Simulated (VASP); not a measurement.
Wanted: the native input for a VASP 6.6.1 run.

```yaml
Task: single point
Functional: PBE
Dispersion: D3(BJ)
Potentials_or_basis: VASP PAW PBE potentials, release 64 (Al)
Cutoff: 520 eV
k_mesh: 18 × 18 × 4
Occupations: gaussian, width 0.15 eV
Spin: no spin polarisation
Dipole_correction: no
Further_INCAR_settings: ALGO = Fast; EDIFF = 1e-06; NBANDS = 14
```

The structure of Al lies in POSCAR:

```
Al
1.0
    2.8144222650      0.0000000000      0.0000000000
   -1.4072111325      2.4373611785      0.0000000000
    0.0000000000      0.0000000000      9.2410470710
Al
4
Direct
    0.0000000000      0.0000000000      0.0000000000
    0.4769312552      0.9538625103      0.2197004032
    0.0000000000      0.0000000000      0.5000000000
    0.6666666667      0.3333333333      0.7500000000
```

This cell differs from its parent crystal: atom 2 (Al) moved by +0.700 Å along [1 2 0] and -0.280 Å along [0 0 1].

One way to write it, as run:

INCAR

```
SYSTEM = Al
PREC = Accurate
ENCUT = 520
EDIFF = 1E-6
ISMEAR = 0
SIGMA = 0.15
LREAL = .FALSE.
LASPH = .TRUE.
NELM = 60
ALGO = Fast
ISIF = 2
LWAVE = .FALSE.
LCHARG = .FALSE.
GGA = PE
IVDW = 12
NBANDS = 14
```

KPOINTS

```
regular mesh
0
G
  18 18 4
  0 0 0
```

Potentials or basis: VASP PAW PBE potentials, release 64 (Al).

The run is started by

```console
$ cat potpaw_PBE.64/Al/POTCAR > POTCAR
$ mpirun -np 1 vasp_std > vasp.out
```

It gave:

```
Pressure                   : 3.1 GPa
Largest force              : 2.149 eV/Å
Band gap on the k mesh     : zero (band 6 reaches 12.36 eV, above the bottom of band 7 at 7.00 eV)
Dispersion energy per atom : -0.351 eV
```

Caveat: the cell differs from its parent crystal (atom 2 (Al) moved by +0.700 Å along [1 2 0] and -0.280 Å along [0 0 1]); pairwise dispersion overbinds metals, which lowers pressure and volume; forces of over 1 eV/Å act on the atoms, so gaps and moduli don't describe the material at rest.

Run time: 3.1 min on 1 thread of Intel Xeon 6975P-C (shared host), peak memory 0.37 GiB.
